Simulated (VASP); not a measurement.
# AlN (P6_3mc) in VASP: single point with HSE06

Aim: the single point of AlN with HSE06.

Program: VASP 6.6.1. These are calculated values, not measurements. Logs are shortened: lines on timing, memory, paths and dates and some standing lists are left out, and cuts for length are marked.

**1. The cell of the first run**

Symmetry: P6_3mc, No. 186, hexagonal system. The conventional cell has a = 3.111 Å, b = 3.111 Å, c = 5.011 Å, α = 90.00°, β = 90.00°, γ = 120.00°. Al (site symmetry 3m) has 4 N at 1.89 to 1.91 Å within 2.5 Å. Within 2.5 Å of N (site symmetry 3m) lie 4 Al at 1.89 to 1.91 Å.

**2. Single point, HSE06**

Contents of POSCAR:

```
AlN
1.0
    3.1109999993      0.0000000000      0.0000000000
   -1.5554999997      2.6942050306      0.0000000000
    0.0000000000      0.0000000000      5.0108860000
Al N
2 2
Direct
    0.3333333333      0.6666666667      0.0006317160
    0.6666666667      0.3333333333      0.5006317160
    0.3333333333      0.6666666667      0.3813682840
    0.6666666667      0.3333333333      0.8813682840
```

Contents of INCAR.step1:

```
SYSTEM = AlN
PREC = Accurate
ENCUT = 520
EDIFF = 1E-5
ISMEAR = 0
SIGMA = 0.03
LREAL = .False.
LASPH = .True.
NELM = 60
ALGO = Normal
ISIF = 2
LWAVE = .True.
LCHARG = .False.
GGA = PE
NBANDS = 16
```

Contents of INCAR.step2:

```
SYSTEM = AlN
PREC = Accurate
ENCUT = 520
EDIFF = 1E-7
ISMEAR = 0
SIGMA = 0.03
LREAL = .False.
LASPH = .True.
NELM = 60
ALGO = Normal
ISIF = 2
LWAVE = .False.
LCHARG = .False.
GGA = PE
LHFCALC = .True.
HFSCREEN = 0.2079
PRECFOCK = Normal
ISTART = 1
NBANDS = 16
```

Contents of KPOINTS:

```
regular mesh
0
Gamma
  6 6 4
  0 0 0
```

Potentials or basis: VASP PAW PBE potentials, release 64 (Al, N).

Launch:

```bash
$ cat potpaw_PBE.64/Al/POTCAR potpaw_PBE.64/N/POTCAR > POTCAR
$ cp INCAR.step1 INCAR
$ mpirun -np 1 vasp_std > vasp.out
$ cp INCAR.step2 INCAR
$ mpirun -np 1 vasp_std > vasp.out
```

OUTCAR:

```text
SYSTEM = AlN
   PREC = Accurate
   ENCUT = 520
   EDIFF = 1E-7
   ISMEAR = 0
   LREAL = .False.
   LASPH = .True.
   NELM = 60
   ISIF = 2
   GGA = PE
   LHFCALC = .True.
   HFSCREEN = 0.2079
   PRECFOCK = Normal
   ISTART = 1

 ion  position               nearest neighbor table
   1  0.333  0.667  0.001-   4 1.89   4 1.89   4 1.89   3 1.91   2 3.08   2 3.08   2 3.08   2 3.08
                             2 3.08   2 3.08
   2  0.667  0.333  0.501-   3 1.89   3 1.89   3 1.89   4 1.91   1 3.08   1 3.08   1 3.08   1 3.08
                             1 3.08   1 3.08
   3  0.333  0.667  0.381-   2 1.89   2 1.89   2 1.89   1 1.91
   4  0.667  0.333  0.881-   1 1.89   1 1.89   1 1.89   2 1.91

  LATTYP: Found a hexagonal cell.
 ALAT       =     3.1109999993
 C/A-ratio  =     1.6106994539

  Lattice vectors:

 A1 = (   3.1109999993,   0.0000000000,   0.0000000000)
 A2 = (  -1.5554999997,   2.6942050306,   0.0000000000)
 A3 = (   0.0000000000,   0.0000000000,   5.0108860000)

Analysis of symmetry for initial positions (statically):
=====================================================================
 Subroutine PRICEL returns:
 Original cell was already a primitive cell.

 Routine SETGRP: Setting up the symmetry group for a
 hexagonal supercell.

 Subroutine GETGRP returns: Found 12 space group operations
 (whereof  6 operations were pure point group operations)
 out of a pool of 24 trial point group operations.

The static configuration has the point symmetry C_3v.
 The point group associated with its full space group is C_6v.

Analysis of symmetry for dynamics (positions and initial velocities):
=====================================================================
 Subroutine PRICEL returns:
 Original cell was already a primitive cell.

 Routine SETGRP: Setting up the symmetry group for a
 hexagonal supercell.

 Subroutine GETGRP returns: Found 12 space group operations
 (whereof  6 operations were pure point group operations)
 out of a pool of 24 trial point group operations.

The dynamic configuration has the point symmetry C_3v.
 The point group associated with its full space group is C_6v.

 Subroutine INISYM returns: Found 12 space group operations
 (whereof  6 operations are pure point group operations),
 and found     1 'primitive' translations

----------------------------------------------------------------------------------------

                                     Primitive cell

  volume of cell :      41.9996

  direct lattice vectors                    reciprocal lattice vectors
     3.110999999  0.000000000  0.000000000     0.321440052  0.185583500  0.000000000
    -1.555500000  2.694205031  0.000000000     0.000000000  0.371167001  0.000000000
     0.000000000  0.000000000  5.010886000     0.000000000  0.000000000  0.199565506

  length of vectors
     3.110999999  3.110999999  5.010886000     0.371167001  0.371167001  0.199565506

  position of ions in fractional coordinates (direct lattice)
     0.333333333  0.666666667  0.000631716
     0.666666667  0.333333333  0.500631716
     0.333333333  0.666666667  0.381368284
     0.666666667  0.333333333  0.881368284

  ion indices of the primitive-cell ions
   primitive index   ion index
                 1           1
                 2           2
                 3           3
                 4           4

----------------------------------------------------------------------------------------

 KPOINTS: regular mesh

Automatic generation of k-mesh.
 Grid dimensions read from file:
 generate k-points for:    6    6    4

 Generating k-lattice:

  Cartesian coordinates                     Fractional coordinates (reciprocal lattice)
     0.053573342  0.030930583  0.000000000     0.166666667  0.000000000  0.000000000
     0.000000000  0.061861167  0.000000000     0.000000000  0.166666667  0.000000000
     0.000000000  0.000000000  0.049891376     0.000000000  0.000000000  0.250000000

  Length of vectors
     0.061861167  0.061861167  0.049891376

  Shift w.r.t. Gamma in fractional coordinates (k-lattice)
     0.000000000  0.000000000  0.000000000

 Subroutine IBZKPT returns following result:
 ===========================================

 Found     21 irreducible k-points:

 Following reciprocal coordinates:
            Coordinates               Weight
  0.000000  0.000000  0.000000      1.000000
  0.166667 -0.000000  0.000000      6.000000
  0.333333 -0.000000  0.000000      6.000000
  0.500000 -0.000000  0.000000      3.000000
  0.166667  0.166667  0.000000      6.000000
  0.333333  0.166667  0.000000     12.000000
[... 13 lines left out ...]
  0.333333  0.166667  0.500000     12.000000
  0.333333  0.333333  0.500000      2.000000
   k-points           NKPTS =     21   k-points in BZ     NKDIM =    144   number of bands    NBANDS=     16
   number of dos      NEDOS =    301   number of ions     NIONS =      4
   total plane-waves  NPLWV =  23040
   dimension x,y,z NGX =    24 NGY =   24 NGZ =   40
   dimension x,y,z NGXF=    48 NGYF=   48 NGZF=   80
   ions per type =               2   2
   NGX,Y,Z   is equivalent  to a cutoff of  12.83, 12.83, 13.27 a.u.
   NGXF,Y,Z  is equivalent  to a cutoff of  25.65, 25.65, 26.54 a.u.
 SYSTEM =  AlN
   PREC   = accura    normal or accurate (medium, high low for compatibility)
   ISTART =      1    job   : 0-new  1-cont  2-samecut
   ICHARG =      0    charge: 1-file 2-atom 10-const
   ISPIN  =      1    spin polarized calculation?
   LNONCOLLINEAR =      F non collinear calculations
   LSORBIT =      F    spin-orbit coupling
   LASPH  =      T    aspherical Exc in radial PAW
   ENCUT  =  520.0 eV  38.22 Ry    6.18 a.u.   5.78  5.78  9.32*2*pi/ulx,y,z
   NELM   =     60;   NELMIN=  2; NELMDL=  0     # of ELM steps
   EDIFF  = 0.1E-06   stopping-criterion for ELM
   LREAL  =      F    real-space projection
   EDIFFG = 0.1E-05   stopping-criterion for IOM
   NSW    =      0    number of steps for IOM
   IBRION =     -1    ionic relax: 0-MD 1-quasi-New 2-CG
   NFREE  =      0    steps in history (QN), initial steepest desc. (CG)
   ISIF   =      2    stress and relaxation
   ISYM   =      3    0-nonsym 1-usesym 2-fastsym
   POTIM  = 0.5000    time-step for ionic-motion
   TEBEG  =    0.0;   TEEND  =   0.0 temperature during run
   PSTRESS=    0.0 pullay stress
   NELECT =      16.0000    total number of electrons
   NUPDOWN=      -1.0000    fix difference up-down
   EMIN   =  10.00;   EMAX   =-10.00  energy-range for DOS
   EFERMI =   0.00;   METHOD = LEGACY
   ISMEAR =     0;   SIGMA  =   0.03  broadening in eV -4-tet -1-fermi 0-gaus
   EFERMI_NEDOS =   21; number of points for ismear=-14 and -15
   IALGO  =     38    algorithm
   IMIX   =      1    mixing-type and parameters
     AMIX     =   0.40;   BMIX     =  1.00
     AMIX_MAG =   1.60;   BMIX_MAG =  1.00
  volume/ion in A,a.u.               =      10.50        70.86
  Fermi-wavevector in a.u.,A,eV,Ry     =   1.186770  2.242669 19.162748  1.408422
  Thomas-Fermi vector in A             =   2.322935
   LORBIT       =      0    0 simple, 1 ext, 2 COOP (PROOUT), +10 PAW based schemes
   GGA     = PE    functional components
   LHFCALC =     T    Hartree Fock is set to
   PRECFOCK=normal    Normal, Fast or Accurate (Low or Medium for compatibility)
   ENCUT4O =  -1.0   cutoff for four orbital integrals eV
   NKREDX  =     1    reduce k-point grid by
   NKREDY  =     1    reduce k-point grid by
   NKREDZ  =     1    reduce k-point grid by
   AEXX    =    0.2500 exact exchange contribution
   HFSCREEN=    0.2079 screening length (either q_TF or 0.3 A-1)
   HFSCREENC=   0.2079 screening length for correlation (either q_TF or 0.3 A-1)
   ENCUTFOCK=  -1.0 apply spherical cutoff to Coloumb kernel
   IVDW    =     0    specifies the selected vdW correction
   LEPSILON=     F    determine dielectric tensor
   LRPA    =     F    only Hartree local field effects (RPA)
 non-spin polarized calculation
 Gauss-broadening in eV      SIGMA  =   0.03
  energy-cutoff  :      520.00
  volume of cell :       42.00
 maximum number of plane-waves:      1152
 NGX is ok and might be reduce to    24
  NGX = 18; NGY = 18; NGZ = 28

 number of electron      15.9999996 magnetization

 Free energy of the ion-electron system (eV)
  ---------------------------------------------------
  ext. energy  EPLUGINS =         0.00000000
  ---------------------------------------------------
  free energy    TOTEN  =       -34.88994357 eV

  energy without entropy =      -34.88994357  energy(sigma->0) =      -34.88994357

 E-fermi :   5.2946     XC(G=0):  -8.9772

 val. band max:        5.1611366117   @ k =   0.0000   0.0000   0.0000
 cond. band min:      10.6884477735   @ k =   0.0000   0.0000   0.0000
 fundamental gap:      5.5273111618
 Fermi energy:         5.2945765039

 k-point     1 :       0.0000    0.0000    0.0000
  band No.  band energies     occupation
      1     -11.4733      2.00000
      2      -9.2293      2.00000
      3      -1.3058      2.00000
      4       4.2696      2.00000
      5       4.2696      2.00000
      6       4.9749      2.00000
[... 8 lines left out ...]
     15      20.0531      0.00000
     16      20.0531      0.00000

 k-point     2 :       0.1667   -0.0000    0.0000
  band No.  band energies     occupation
      1     -11.1024      2.00000
      2      -9.0258      2.00000
      3      -0.8497      2.00000
      4       2.7536      2.00000
      5       3.6048      2.00000
      6       3.8448      2.00000
[... 8 lines left out ...]
     15      19.2469      0.00000
     16      19.6707      0.00000

 k-point     3 :       0.3333   -0.0000    0.0000
  band No.  band energies     occupation
      1     -10.1484      2.00000
      2      -8.6611      2.00000
      3       0.3214      2.00000
      4       0.4182      2.00000
      5       1.5900      2.00000
      6       3.1993      2.00000
[... 8 lines left out ...]
     15      18.9947      0.00000
     16      21.4877      0.00000

 k-point     4 :       0.5000   -0.0000    0.0000
  band No.  band energies     occupation
      1      -9.3837      2.00000
      2      -8.6548      2.00000
      3      -0.7009      2.00000
      4       0.6538      2.00000
      5       1.5658      2.00000
      6       2.9290      2.00000
[... 8 lines left out ...]
     15      19.7904      0.00000
     16      22.0842      0.00000

 k-point     5 :       0.1667    0.1667    0.0000
  band No.  band energies     occupation
      1     -10.4330      2.00000
      2      -8.7344      2.00000
      3       0.0065      2.00000
      4       1.5436      2.00000
      5       1.5665      2.00000
      6       3.3611      2.00000
[... 8 lines left out ...]
     15      19.5471      0.00000
     16      21.0788      0.00000

 k-point     6 :       0.3333    0.1667    0.0000
  band No.  band energies     occupation
      1      -9.4592      2.00000
      2      -8.5917      2.00000
      3      -0.1582      2.00000
      4       0.9273      2.00000
      5       1.4228      2.00000
      6       2.1851      2.00000
[... 8 lines left out ...]
     15      19.4196      0.00000
     16      21.7870      0.00000
[... 210 lines left out ...]
 k-point    18 :       0.5000   -0.0000    0.5000
  band No.  band energies     occupation
      1      -8.9951      2.00000
      2      -8.9951      2.00000
      3      -0.8616      2.00000
      4      -0.8616      2.00000
      5       3.6010      2.00000
      6       3.6010      2.00000
[... 8 lines left out ...]
     15      20.2032      0.00000
     16      20.2032      0.00000

 k-point    19 :       0.1667    0.1667    0.5000
  band No.  band energies     occupation
      1      -9.6762      2.00000
      2      -9.6762      2.00000
      3       0.6523      2.00000
      4       0.6523      2.00000
      5       3.2045      2.00000
      6       3.2045      2.00000
[... 8 lines left out ...]
     15      19.8600      0.00000
     16      19.8600      0.00000

 k-point    20 :       0.3333    0.1667    0.5000
  band No.  band energies     occupation
      1      -9.0155      2.00000
      2      -9.0155      2.00000
      3      -0.3767      2.00000
      4      -0.3767      2.00000
      5       2.3684      2.00000
      6       2.3684      2.00000
[... 8 lines left out ...]
     15      20.4344      0.00000
     16      20.4344      0.00000

 k-point    21 :       0.3333    0.3333    0.5000
  band No.  band energies     occupation
      1      -8.7772      2.00000
      2      -8.7772      2.00000
      3      -0.0311      2.00000
      4      -0.0311      2.00000
      5       1.0414      2.00000
      6       1.0414      2.00000
[... 8 lines left out ...]
     15      20.6761      0.00000
     16      20.6761      0.00000

------------------------ aborting loop because EDIFF is reached ----------------------------------------

  FORCE on cell =-STRESS in cart. coord.  units (eV):
  Direction    XX          YY          ZZ          XY          YZ          ZX
  --------------------------------------------------------------------------------------
  -------------------------------------------------------------------------------------
  Total       -0.5596139     -0.5596139     -0.9678320      0.0000000      0.0000000     -0.0000000
  in kB      -21.3478379    -21.3478379    -36.9203120      0.0000000      0.0000000     -0.0000000
  external PRESSURE =     -26.5386626 kB  Pullay stress =       0.0000000 kB

 VOLUME and BASIS-vectors are now :
 -----------------------------------------------------------------------------
  energy-cutoff  :      520.00
  volume of cell :       42.00
      direct lattice vectors                 reciprocal lattice vectors
     3.110999999  0.000000000  0.000000000     0.321440052  0.185583500  0.000000000
    -1.555500000  2.694205031  0.000000000     0.000000000  0.371167001  0.000000000
     0.000000000  0.000000000  5.010886000     0.000000000  0.000000000  0.199565506

 POSITION                                       TOTAL-FORCE (eV/Angst)
 -----------------------------------------------------------------------------------
     -0.00000      1.79614      0.00317        -0.000000     -0.000000     -0.002329
      1.55550      0.89807      2.50861         0.000000      0.000000     -0.002329
     -0.00000      1.79614      1.91099        -0.000000     -0.000000      0.002329
      1.55550      0.89807      4.41644         0.000000      0.000000      0.002329
 -----------------------------------------------------------------------------------
    total drift:                                0.000000      0.000000      0.000579

  FREE ENERGIE OF THE ION-ELECTRON SYSTEM (eV)
  ---------------------------------------------------
  free  energy   TOTEN  =       -34.8899435664 eV

  energy  without entropy=      -34.8899435664  energy(sigma->0) =      -34.88994357
```

Wall time 18 min (1 thread of AMD EPYC 9R45 (Zen 5), shared host); peak memory 0.23 GiB.

Results:

```
Free energy            : -34.8899 eV
Pressure               : -2.7 GPa
Band gap on the k mesh : 5.53 eV
```

Forces on the atoms (eV/Å):
```
Al   0.000  0.000 -0.002
Al   0.000  0.000 -0.002
N    0.000  0.000  0.002
N    0.000  0.000  0.002
```

Caveat: the PAW data sets were made with another functional, which shifts forces and pressure a little.
